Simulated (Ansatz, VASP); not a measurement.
# One calculation of TiAl, two programs

```
Ti Al
1.0
     2.81075    0.00000    0.00000
     0.00000    2.81075    0.00000
     0.00000    0.00000    4.06642
Ti Al
1 1
Direct
  0.50000 0.50000 0.50000
  0.00000 0.00000 0.00000
```

Alike in both runs: task relaxation of cell and atoms; functional LDA; k mesh 12 × 12 × 10; occupations gaussian, width 0.1 eV; no spin polarisation.

```csv
,VASP,Ansatz
version,VASP 6.6.1,Ansatz 0.2.0
potentials or method,"VASP PAW LDA potentials, release 64 (Ti_sv, Al), cutoff 600 eV","scalar-relativistic, plane waves, PAW"
valence electrons in the cell,15,15
```

VASP gave:

| Property | Result |
| --- | --- |
| gap on the k mesh at the Fermi level, each at its own relaxed structure (eV) | none |
| relaxed volume (Å³/atom) | 15.31 |
| relaxed cell length with the largest relative difference (Å) | 3.996 |

Task: What did Ansatz give for the same quantities?

Result: gap on the k mesh at the Fermi level, each at its own relaxed structure (eV): none; relaxed volume (Å³/atom): 15.29; relaxed cell length with the largest relative difference (Å): 3.993.

Ansatz warns that its potentials were made for another functional, while VASP's fit it. LDA's correlation is that of Perdew and Zunger in VASP and of Perdew and Wang (1992) in Ansatz. A gap of «none» marks a metal or a gap that the smearing closes.
